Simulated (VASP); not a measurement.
# Os (Pm-3m) in VASP: notebook

Runs on Os. Level: r2SCAN. Tasks: single point.

Everything below comes from runs of VASP 6.6.1. Logs are shortened: lines on timing, memory, paths and dates and some standing lists are left out, and cuts for length are marked.

## (1) The cell of the first run

The structure is cubic, space group Pm-3m (No. 221). Conventional cell: a = 2.539 Å, b = 2.539 Å, c = 2.539 Å, α = 90.00°, β = 90.00°, γ = 90.00°. Within 3.4 Å of Os (site symmetry m-3m) lie 6 Os at 2.54 Å.

This isn't the form of Os at room conditions, which is hcp.

## (2) Single point, r2SCAN

POSCAR reads:

```
Os
1.0
    2.5394565796      0.0000000000      0.0000000000
    0.0000000000      2.5394565796      0.0000000000
    0.0000000000      0.0000000000      2.5394565796
Os
1
Direct
    0.0000000000      0.0000000000      0.0000000000
```

INCAR.step1 reads:

```
SYSTEM = Os
ALGO = Normal
EDIFF = 1E-4
ENCUT = 520
GGA = PE
ISMEAR = -1
LASPH = .True.
LCHARG = .False.
LREAL = .False.
LWAVE = .True.
NBANDS = 10
NELM = 100
PREC = Accurate
SIGMA = 0.1
```

INCAR.step2 reads:

```
SYSTEM = Os
ALGO = Normal
EDIFF = 1E-6
ENCUT = 520
ISIF = 2
ISMEAR = -1
ISTART = 1
LASPH = .True.
LCHARG = .True.
LELF = .True.
LMIXTAU = .True.
LREAL = .False.
LVHAR = .True.
LWAVE = .False.
METAGGA = R2SCAN
NBANDS = 10
NELM = 100
PREC = Accurate
SIGMA = 0.1
```

KPOINTS reads:

```
k-points
0
Gamma
  13 13 13
  0 0 0
```

Potentials or basis: VASP PAW PBE potentials, release 64 (Os).

On the command line:

```
cat potpaw_PBE.64/Os/POTCAR > POTCAR
cp INCAR.step1 INCAR
mpirun -np 1 vasp_std > vasp.out
cp INCAR.step2 INCAR
mpirun -np 1 vasp_std > vasp.out
```

OUTCAR:

```text
SYSTEM = Os
   EDIFF = 1E-6
   ENCUT = 520
   ISIF = 2
   ISMEAR = -1
   ISTART = 1
   LASPH = .True.
   LREAL = .False.
   METAGGA = R2SCAN
   NELM = 100
   PREC = Accurate

 ion  position               nearest neighbor table
   1  0.000  0.000  0.000-

  LATTYP: Found a simple cubic cell.
 ALAT       =     2.5394565796

  Lattice vectors:

 A1 = (   2.5394565796,   0.0000000000,   0.0000000000)
 A2 = (   0.0000000000,   2.5394565796,   0.0000000000)
 A3 = (   0.0000000000,   0.0000000000,   2.5394565796)

Analysis of symmetry for initial positions (statically):
=====================================================================
 Subroutine PRICEL returns:
 Original cell was already a primitive cell.

 Routine SETGRP: Setting up the symmetry group for a
 simple cubic supercell.

 Subroutine GETGRP returns: Found 48 space group operations
 (whereof 48 operations were pure point group operations)
 out of a pool of 48 trial point group operations.

The static configuration has the point symmetry O_h .

Analysis of symmetry for dynamics (positions and initial velocities):
=====================================================================
 Subroutine PRICEL returns:
 Original cell was already a primitive cell.

 Routine SETGRP: Setting up the symmetry group for a
 simple cubic supercell.

 Subroutine GETGRP returns: Found 48 space group operations
 (whereof 48 operations were pure point group operations)
 out of a pool of 48 trial point group operations.

The dynamic configuration has the point symmetry O_h .

 Subroutine INISYM returns: Found 48 space group operations
 (whereof 48 operations are pure point group operations),
 and found     1 'primitive' translations

----------------------------------------------------------------------------------------

                                     Primitive cell

  volume of cell :      16.3765

  direct lattice vectors                    reciprocal lattice vectors
     2.539456580  0.000000000  0.000000000     0.393785036  0.000000000  0.000000000
     0.000000000  2.539456580  0.000000000     0.000000000  0.393785036  0.000000000
     0.000000000  0.000000000  2.539456580     0.000000000  0.000000000  0.393785036

  length of vectors
     2.539456580  2.539456580  2.539456580     0.393785036  0.393785036  0.393785036

  position of ions in fractional coordinates (direct lattice)
     0.000000000  0.000000000  0.000000000

  ion indices of the primitive-cell ions
   primitive index   ion index
                 1           1

----------------------------------------------------------------------------------------

 KPOINTS: k-points

Automatic generation of k-mesh.
 Grid dimensions read from file:
 generate k-points for:   13   13   13

 Generating k-lattice:

  Cartesian coordinates                     Fractional coordinates (reciprocal lattice)
     0.030291157  0.000000000  0.000000000     0.076923077  0.000000000  0.000000000
     0.000000000  0.030291157  0.000000000     0.000000000  0.076923077  0.000000000
     0.000000000  0.000000000  0.030291157     0.000000000  0.000000000  0.076923077

  Length of vectors
     0.030291157  0.030291157  0.030291157

  Shift w.r.t. Gamma in fractional coordinates (k-lattice)
     0.000000000  0.000000000  0.000000000

 Subroutine IBZKPT returns following result:
 ===========================================

 Found     84 irreducible k-points:

 Following reciprocal coordinates:
            Coordinates               Weight
  0.000000  0.000000  0.000000      1.000000
  0.076923  0.000000  0.000000      6.000000
  0.153846  0.000000  0.000000      6.000000
  0.230769  0.000000  0.000000      6.000000
  0.307692  0.000000  0.000000      6.000000
  0.384615  0.000000  0.000000      6.000000
[... 16 lines left out ...]
  0.307692  0.307692  0.000000     12.000000
  0.384615  0.307692  0.000000     24.000000
 [... further k-points ...]
   k-points           NKPTS =     84   k-points in BZ     NKDIM =     84   number of bands    NBANDS=     10
   number of dos      NEDOS =    301   number of ions     NIONS =      1
   total plane-waves  NPLWV =   8000
   dimension x,y,z NGX =    20 NGY =   20 NGZ =   20
   dimension x,y,z NGXF=    40 NGYF=   40 NGZF=   40
   ions per type =               1
   NGX,Y,Z   is equivalent  to a cutoff of  13.09, 13.09, 13.09 a.u.
   NGXF,Y,Z  is equivalent  to a cutoff of  26.19, 26.19, 26.19 a.u.
 SYSTEM =  Os
   PREC   = accura    normal or accurate (medium, high low for compatibility)
   ISTART =      1    job   : 0-new  1-cont  2-samecut
   ICHARG =      0    charge: 1-file 2-atom 10-const
   ISPIN  =      1    spin polarized calculation?
   LNONCOLLINEAR =      F non collinear calculations
   LSORBIT =      F    spin-orbit coupling
   LASPH  =      T    aspherical Exc in radial PAW
   ENCUT  =  520.0 eV  38.22 Ry    6.18 a.u.   4.72  4.72  4.72*2*pi/ulx,y,z
   NELM   =    100;   NELMIN=  2; NELMDL=  0     # of ELM steps
   EDIFF  = 0.1E-05   stopping-criterion for ELM
   LREAL  =      F    real-space projection
   EDIFFG = 0.1E-04   stopping-criterion for IOM
   NSW    =      0    number of steps for IOM
   IBRION =     -1    ionic relax: 0-MD 1-quasi-New 2-CG
   NFREE  =      0    steps in history (QN), initial steepest desc. (CG)
   ISIF   =      2    stress and relaxation
   ISYM   =      2    0-nonsym 1-usesym 2-fastsym
   POTIM  = 0.5000    time-step for ionic-motion
   TEBEG  =    0.0;   TEEND  =   0.0 temperature during run
   PSTRESS=    0.0 pullay stress
   NELECT =       8.0000    total number of electrons
   NUPDOWN=      -1.0000    fix difference up-down
   EMIN   =  10.00;   EMAX   =-10.00  energy-range for DOS
   EFERMI =   0.00;   METHOD = LEGACY
   ISMEAR =    -1;   SIGMA  =   0.10  broadening in eV -4-tet -1-fermi 0-gaus
   EFERMI_NEDOS =   21; number of points for ismear=-14 and -15
   IALGO  =     38    algorithm
   IMIX   =      4    mixing-type and parameters
     AMIX     =   0.40;   BMIX     =  1.00
     AMIX_MAG =   1.60;   BMIX_MAG =  1.00
  volume/ion in A,a.u.               =      16.38       110.51
  Fermi-wavevector in a.u.,A,eV,Ry     =   1.289330  2.436480 22.617937  1.662371
  Thomas-Fermi vector in A             =   2.421229
   LORBIT       =      0    0 simple, 1 ext, 2 COOP (PROOUT), +10 PAW based schemes
   METAGGA = R2SCAN    functional components
   LHFCALC =     F    Hartree Fock is set to
   AEXX    =    0.0000 exact exchange contribution
   IVDW    =     0    specifies the selected vdW correction
   LEPSILON=     F    determine dielectric tensor
   LRPA    =     F    only Hartree local field effects (RPA)
 non-spin polarized calculation
  energy-cutoff  :      520.00
  volume of cell :       16.38
 maximum number of plane-waves:       461
 NGX is ok and might be reduce to    20
   NGX =  9   NGY =  9   NGZ =  9

 number of electron       7.9999998 magnetization

 Free energy of the ion-electron system (eV)
  ---------------------------------------------------
  ext. energy  EPLUGINS =         0.00000000
  ---------------------------------------------------
  free energy    TOTEN  =       -51.44440440 eV

  energy without entropy =      -51.40226357  energy(sigma->0) =      -51.42333399

 E-fermi :   7.3002     XC(G=0): -14.0471

 val. band max:        7.2987534561   @ k =   0.3077   0.1538   0.0000
 cond. band min:       7.3063545000   @ k =   0.3077   0.1538   0.0769
 fundamental gap:      0.0076010439
 Fermi energy:         7.3001572360

 k-point     1 :       0.0000    0.0000    0.0000
  band No.  band energies     occupation
      1      -2.6804      2.00000
      2       0.8497      2.00000
      3       0.8497      2.00000
      4       9.7153      0.00000
      5       9.7153      0.00000
      6       9.7153      0.00000
      7      23.7594      0.00000
      8      23.7594      0.00000
      9      23.7594      0.00000
     10      30.5514      0.00000

 k-point     2 :       0.0769    0.0000    0.0000
  band No.  band energies     occupation
      1      -2.4765      2.00000
      2       0.8969      2.00000
      3       1.0623      2.00000
      4       9.4515      0.00000
      5       9.4515      0.00000
      6       9.7350      0.00000
      7      22.5922      0.00000
      8      24.1666      0.00000
      9      24.1666      0.00000
     10      31.3057      0.00000

 k-point     3 :       0.1538    0.0000    0.0000
  band No.  band energies     occupation
      1      -1.9295      2.00000
      2       1.0304      2.00000
      3       1.7113      2.00000
      4       8.7819      0.00000
      5       8.7819      0.00000
      6       9.7898      0.00000
      7      20.3789      0.00000
      8      25.2476      0.00000
      9      25.2476      0.00000
     10      29.4539      0.00000

 k-point     4 :       0.2308    0.0000    0.0000
  band No.  band energies     occupation
      1      -1.1964      2.00000
      2       1.2252      2.00000
      3       2.7832      2.00000
      4       7.9539      0.00289
      5       7.9539      0.00289
      6       9.8680      0.00000
      7      18.2025      0.00000
      8      26.7079      0.00000
      9      26.7079      0.00000
     10      27.3347      0.00000
[... 222 lines left out ...]
 k-point    22 :       0.4615    0.2308    0.0000
  band No.  band energies     occupation
      1       1.6070      2.00000
      2       2.3030      2.00000
      3       4.3352      2.00000
      4       6.5753      1.99858
      5       8.4978      0.00001
      6       9.6201      0.00000
      7      15.0114      0.00000
      8      24.4961      0.00000
      9      25.5969      0.00000
     10      28.0858      0.00000

 k-point    23 :       0.3077    0.3077    0.0000
  band No.  band energies     occupation
      1       1.1566      2.00000
      2       2.2735      2.00000
      3       5.8261      2.00000
      4       6.8611      1.97553
      5       7.4538      0.35425
      6       7.7235      0.02860
      7      17.9389      0.00000
      8      20.9714      0.00000
      9      26.9165      0.00000
     10      32.6904      0.00000

 k-point    24 :       0.3846    0.3077    0.0000
  band No.  band energies     occupation
      1       1.3478      2.00000
      2       1.9946      2.00000
      3       6.3203      1.99989
      4       7.0195      1.88609
      5       7.7237      0.02855
      6       8.5990      0.00000
      7      16.4430      0.00000
      8      21.6788      0.00000
      9      26.0423      0.00000
     10      30.4915      0.00000

 [... further k-points ...]

------------------------ aborting loop because EDIFF is reached ----------------------------------------

  FORCE on cell =-STRESS in cart. coord.  units (eV):
  Direction    XX          YY          ZZ          XY          YZ          ZX
  --------------------------------------------------------------------------------------
  -------------------------------------------------------------------------------------
  Total        0.0505508      0.0505508      0.0505508      0.0000000      0.0000000      0.0000000
  in kB        4.9455714      4.9455714      4.9455714      0.0000000      0.0000000      0.0000000
  external PRESSURE =       4.9455714 kB  Pullay stress =       0.0000000 kB

 VOLUME and BASIS-vectors are now :
 -----------------------------------------------------------------------------
  energy-cutoff  :      520.00
  volume of cell :       16.38
      direct lattice vectors                 reciprocal lattice vectors
     2.539456580  0.000000000  0.000000000     0.393785036  0.000000000  0.000000000
     0.000000000  2.539456580  0.000000000     0.000000000  0.393785036  0.000000000
     0.000000000  0.000000000  2.539456580     0.000000000  0.000000000  0.393785036

 POSITION                                       TOTAL-FORCE (eV/Angst)
 -----------------------------------------------------------------------------------
      0.00000      0.00000      0.00000         0.000000      0.000000      0.000000
 -----------------------------------------------------------------------------------
    total drift:                                0.000000      0.000000      0.000000

  FREE ENERGIE OF THE ION-ELECTRON SYSTEM (eV)
  ---------------------------------------------------
  free  energy   TOTEN  =       -51.4444044007 eV

  energy  without entropy=      -51.4022635720  energy(sigma->0) =      -51.42333399
```

It took 67 s on 1 thread of Intel Xeon 8259CL, shared host; peak memory 0.13 GiB.

Results:

```yaml
Free_energy: -51.4444 eV
Pressure: 0.5 GPa
Band_gap_on_the_k_mesh: zero (bands 4 and 5 overlap by 5.70 eV)
```

Caveat: the PAW data sets were made with another functional, which shifts forces and pressure a little; spin-orbit coupling is left out, which moves the levels of the heavy elements.

(Continued in part 2 of 3.)

The gap in the log of VASP goes by the Fermi energy; the results here count the filled bands.